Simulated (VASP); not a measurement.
**Zr: single point with PBEsol**

The system is Zr.

```
Zr
1.0
    -2.80671    2.80671    1.53111
     2.80671   -2.80671    1.53111
     2.80671    2.80671   -1.53111
Zr
2
Direct
  0.00000 0.00000 0.00000
  0.75000 0.25000 0.50000
```

```yaml
Program: VASP 6.6.1
Task: single point
Functional: PBEsol
Potentials_or_basis: VASP PAW PBE potentials, release 64 (Zr_sv)
Cutoff: 500 eV
k_mesh: 6 × 6 × 6
Occupations: gaussian, width 0.1 eV
Spin: no spin polarisation
Dipole_correction: no
Further_INCAR_settings: ALGO = Normal; EDIFF = 1e-06; NBANDS = 19
```

The pressure is -5.0 GPa and the band gap on the k mesh is zero (bands 12 and 13 overlap by 0.75 eV).

Stress tensor (GPa, compression positive):
```
-5.05  0.00  0.00
 0.00 -5.05  0.00
 0.00  0.00 -4.88
```

Levels at points of the mesh, in eV from the Fermi level:
```
           k point  band 9  band 10  band 11  band 12  band 13  band 14  band 15  band 16
(0.00, 0.00, 0.00)   -5.11    -2.82    -1.14    -0.77     0.04     3.22     3.22     3.28
(0.50, 0.00, 0.00)   -2.27    -2.11    -0.91    -0.22     1.23     1.44     1.64     3.21
(0.50, 0.50, 0.00)   -2.58    -2.58    -0.53    -0.53     0.73     0.73     2.18     2.18
(0.50, 0.50, 0.50)   -2.22    -2.22     0.03     0.03     0.70     0.70     2.71     2.71
```

It took 19 s on 1 thread of Intel(R) Xeon(R) Platinum 8488C (Sapphire Rapids) (shared host), peak memory 0.18 GiB.

Caveat: the k points lie up to 0.39 Å⁻¹ apart, too coarse for converged energies and pressures of a metal; the PAW data sets were made with another functional, which shifts forces and pressure a little.
